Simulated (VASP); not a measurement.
Input of a VASP 6.6.1 run:

The input POSCAR:

```
Ti
1.0
    0.0000000000      2.0467776203      2.0467776203
    2.0467776203      0.0000000000      2.0467776203
    2.0467776203      2.0467776203      0.0000000000
Ti
1
Direct
    0.0000000000      0.0000000000      0.0000000000
```

Contents of INCAR.step1:

```
SYSTEM = Ti
  PREC = Accurate
  ENCUT = 520
  ISMEAR = -1
  SIGMA = 0.1
  LREAL = .False.
  LASPH = .True.
  NELM = 100
  NBANDS = 12
  GGA = PE
  ALGO = Normal
  EDIFF = 1E-4
  LWAVE = .True.
  LCHARG = .False.
```

File INCAR.step2:

```
SYSTEM = Ti
  PREC = Accurate
  ENCUT = 520
  EDIFF = 1E-6
  ISMEAR = -1
  SIGMA = 0.1
  LREAL = .False.
  LASPH = .True.
  NELM = 100
  ALGO = Normal
  ISIF = 2
  LWAVE = .False.
  LCHARG = .False.
  METAGGA = R2SCAN
  LMIXTAU = .True.
  NBANDS = 12
  ISTART = 1
```

KPOINTS

```
regular mesh
0
Gamma
  12 12 12
  0 0 0
```

Potentials or basis: VASP PAW PBE potentials, release 64 (Ti_sv).

Launch:

```console
$ cat potpaw_PBE.64/Ti_sv/POTCAR > POTCAR
$ cp INCAR.step1 INCAR
$ mpirun -np 1 vasp_std > vasp.out
$ cp INCAR.step2 INCAR
$ mpirun -np 1 vasp_std > vasp.out
```

(1) Estimate the pressure.

(2) Estimate the band gap on the k mesh.

Results:

(1) 2.0 GPa.

(2) zero (band 6 reaches 9.38 eV, above the bottom of band 7 at 7.95 eV).

Caveat: the PAW data sets were made with another functional, which shifts forces and pressure a little.
